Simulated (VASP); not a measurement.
# W2C: electric field gradients with PBE

Crystal: W2C.

```
W C
1.0
     3.07005    0.00000    0.00000
    -1.53502    2.65874    0.00000
     0.00000    0.00000    4.67843
W C
2 1
Direct
  0.33333 0.66667 0.74633
  0.66667 0.33333 0.25367
  0.00000 0.00000 0.00000
```

```yaml
Program: VASP 6.6.1
Task: electric field gradients
Functional: PBE
Potentials_or_basis: VASP PAW PBE potentials, release 64 (W_sv, C)
Cutoff: 520 eV
k_mesh: 14 × 14 × 8, shifted
Occupations: fermi-dirac, width 0.05 eV
Spin: no spin polarisation
Dipole_correction: no
Further_INCAR_settings: ALGO = Normal; EDIFF = 1e-08; NBANDS = 23; ISYM = 0
```

```
Pressure                                : -1.2 GPa
Largest force                           : 0.021 eV/Å
Band gap on the k mesh                  : zero (bands 16 and 17 overlap by 2.58 eV)
Largest electric field gradient by atom : W -91.7; C +0.8 V/Å²
```

Forces in eV/Å, atoms in the order of the input:
```
W    0.000  0.000  0.021
W    0.000  0.000 -0.021
C    0.000  0.000  0.000
```

Stress tensor (GPa, compression positive):
```
-1.34  0.00  0.00
 0.00 -1.34  0.00
 0.00  0.00 -0.77
```

Levels at points of the mesh, in eV from the Fermi level:
| k point | band 13 | band 14 | band 15 | band 16 | band 17 | band 18 | band 19 | band 20 |
| --- | --- | --- | --- | --- | --- | --- | --- | --- |
| (0.04, 0.04, 0.06) | -3.82 | -1.77 | -1.42 | -1.36 | -1.25 | -0.99 | 0.74 | 0.87 |

Electric field gradients, principal values (V/Å²):
| atom | least | middle | greatest (by size) |
| --- | --- | --- | --- |
| 1 W | 45.834 | 45.835 | -91.669 |
| 2 W | 45.834 | 45.835 | -91.670 |
| 3 C | -0.396 | -0.396 | 0.792 |

Wall time 14 min on 1 thread of Intel(R) Xeon(R) Platinum 8559C (Emerald Rapids), on a shared host, peak memory 1.6 GiB.

Caveat: without QUAD_EFG the Cq values of the log hold for a quadrupole moment of 1 mb, not for the nuclei; spin-orbit coupling is left out, which moves the levels of the heavy elements.
